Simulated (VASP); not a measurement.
Write the native input for VASP 6.6.1 that does the following.

* Task: relaxation of cell and atoms
* Functional: r2SCAN
* Potentials or basis: VASP PAW PBE potentials, release 64 (Mo_sv, S)
* Cutoff: 600 eV
* k mesh: 12 × 12 × 4
* Occupations: gaussian, width 0.02 eV
* Spin: no spin polarisation
* Target pressure: 30 GPa
* Dipole correction: no
* Further INCAR settings: ALGO = Normal; EDIFF = 1e-06; IBRION = 2; EDIFFG = -0.008; NSW = 70; ISIF = 3

MoS2:

```
Mo S
1.0
     2.99950    0.00000    0.00000
    -1.49975    2.59764    0.00000
     0.00000    0.00000   11.01989
Mo S
2 4
Direct
  0.66667 0.33333 0.25000
  0.33333 0.66667 0.75000
  0.33333 0.66667 0.38769
  0.66667 0.33333 0.88769
  0.33333 0.66667 0.11231
  0.66667 0.33333 0.61231
```

The input as run:

POSCAR

```
MoS2
1.0
    2.9994991842      0.0000000000      0.0000000000
   -1.4997495921      2.5976424922      0.0000000000
    0.0000000000      0.0000000000     11.0198872826
Mo S
2 4
Direct
    0.6666666667      0.3333333333      0.2500000000
    0.3333333333      0.6666666667      0.7500000000
    0.3333333333      0.6666666667      0.3876858847
    0.6666666667      0.3333333333      0.8876858847
    0.3333333333      0.6666666667      0.1123141153
    0.6666666667      0.3333333333      0.6123141153
```

INCAR.step1

```
  PREC = Accurate
  ENCUT = 600
  ISMEAR = 0
  SIGMA = 0.02
  LREAL = F
  LASPH = T
  NELM = 80
  GGA = PE
  ALGO = Normal
  EDIFF = 1E-4
  LWAVE = T
  LCHARG = F
```

INCAR.step2

```
  PREC = Accurate
  ENCUT = 600
  EDIFF = 1E-6
  ISMEAR = 0
  SIGMA = 0.02
  LREAL = F
  LASPH = T
  NELM = 80
  ALGO = Normal
  ISIF = 3
  LWAVE = F
  LCHARG = F
  METAGGA = R2SCAN
  LMIXTAU = T
  IBRION = 2
  NSW = 70
  EDIFFG = -0.008
  PSTRESS = 300.0
  ISTART = 1
```

KPOINTS

```
Automatic mesh
0
Gamma
  12 12 4
```

Potentials or basis: VASP PAW PBE potentials, release 64 (Mo_sv, S).

Run with:

```console
$ cat potpaw_PBE.64/Mo_sv/POTCAR potpaw_PBE.64/S/POTCAR > POTCAR
$ cp INCAR.step1 INCAR
$ mpirun -np 1 vasp_std > vasp.out
$ cp INCAR.step2 INCAR
$ mpirun -np 1 vasp_std > vasp.out
```

It gave:

- Relaxed volume: 14.20 Å³/atom
- Relaxed cell: a = 3.005 Å, b = 3.005 Å, c = 10.896 Å, α = 90.00°, β = 90.00°, γ = 120.00°
- Space group after relaxing (to 0.1 Å): P6_3/mmc (No. 194)
- Energy change on relaxing (the run minimises the enthalpy): -7.9 meV/atom
- Ionic steps: 15
- Pressure after relaxing: 30.0 GPa
- Band gap on the k mesh: 0.04 eV (least direct gap 1.49 eV)

Caveat: the cell is relaxed towards a set pressure, so the run minimises the enthalpy, not the energy; the PAW data sets were made with another functional, which shifts forces and pressure a little.

It took 3.1 h on 1 thread of Oxide Virtual Turin-like Processor, on a shared host, peak memory 0.3 GiB.
